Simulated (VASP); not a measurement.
Set up this calculation in VASP 6.6.1, as the native input.

- Task: single point
- Functional: PBE
- Potentials or basis: VASP PAW PBE potentials, release 64 (Sn_d, Ge_d, O_h)
- Cutoff: 1340 eV
- k mesh: 8 × 8 × 6
- Occupations: gaussian, width 0.02 eV
- Spin: no spin polarisation
- Dipole correction: no
- Further INCAR settings: ALGO = Normal; EDIFF = 1e-06; NBANDS = 28

The structure of SnGeO2 lies in POSCAR:

```
SnGeO2
1.0
    3.7661425935      0.0000000000      0.0000000000
    0.0000000000      3.7661425935      0.0000000000
    0.0000000000      0.0000000000      5.0475879646
Sn Ge O
1 1 2
Direct
    0.5000000000      0.5000000000      0.2285310278
    0.0000000000      0.0000000000      0.7926803079
    0.0000000000      0.5000000000      0.9893938322
    0.5000000000      0.0000000000      0.9893938322
```

The input as run:

INCAR

```
SYSTEM = SnGeO2
PREC     = Accurate       ! precision mode
ENCUT    = 1340           ! plane-wave cutoff, eV
EDIFF    = 1E-6           ! SCF threshold, eV
ISMEAR   = 0              ! smearing method
SIGMA    = 0.02           ! smearing width, eV
LREAL    = .FALSE.        ! projectors in reciprocal space
LASPH    = .TRUE.         ! aspherical terms in the spheres
NELM     = 120            ! most SCF steps
ALGO     = Normal         ! electronic algorithm
ISIF     = 2              ! what is computed and relaxed
LWAVE    = .FALSE.        ! write WAVECAR
LCHARG   = .TRUE.         ! write CHGCAR
GGA      = PE             ! functional
LELF     = .TRUE.         ! ELF
LVHAR    = .TRUE.       
NBANDS   = 28             ! bands
GGA_COMPAT= .FALSE.
```

KPOINTS

```
regular mesh
0
G
  8 8 6
  0 0 0
```

Potentials or basis: VASP PAW PBE potentials, release 64 (Sn_d, Ge_d, O_h).

Run with:

```console
$ cat potpaw_PBE.64/Sn_d/POTCAR potpaw_PBE.64/Ge_d/POTCAR potpaw_PBE.64/O_h/POTCAR > POTCAR
$ mpirun -np 1 vasp_std > vasp.out
```

It gave:

```
Pressure               : -0.7 GPa
Largest force          : 0.067 eV/Å
Band gap on the k mesh : 1.33 eV (least direct gap 2.31 eV)
```

Caveat: spin-orbit coupling is left out, which moves the levels of the heavy elements.

It took 6.7 min on 1 thread of Intel(R) Xeon(R) Platinum 8375C CPU @ 2.90GHz (Ice Lake) (shared host), peak memory 0.72 GiB.
